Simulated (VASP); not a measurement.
A run of VASP 6.6.1 is set up as follows.

File INCAR:

```
  PREC = Accurate
  ENCUT = 520
  EDIFF = 1E-6
  ISMEAR = -1
  SIGMA = 0.05
  LREAL = False
  LASPH = True
  NELM = 60
  ALGO = Normal
  ISIF = 2
  LWAVE = False
  LCHARG = False
  GGA = PE
  NBANDS = 8
```

The input KPOINTS:

```
regular mesh
0
Gamma
  12 12 12
```

Contents of POSCAR:

```
Sb
1.0
    0.0000000000      2.2659246546      2.2659246546
    2.2659246546      0.0000000000      2.2659246546
    2.2659246546      2.2659246546      0.0000000000
Sb
1
Direct
    0.0000000000      0.0000000000      0.0000000000
```

Potentials or basis: VASP PAW PBE potentials, release 64 (Sb).

Run with:

```console
$ cat potpaw_PBE.64/Sb/POTCAR > POTCAR
$ mpirun -np 1 vasp_std > vasp.out
```

**Question.** Predict the pressure.

**Answer.** 14.0 GPa.
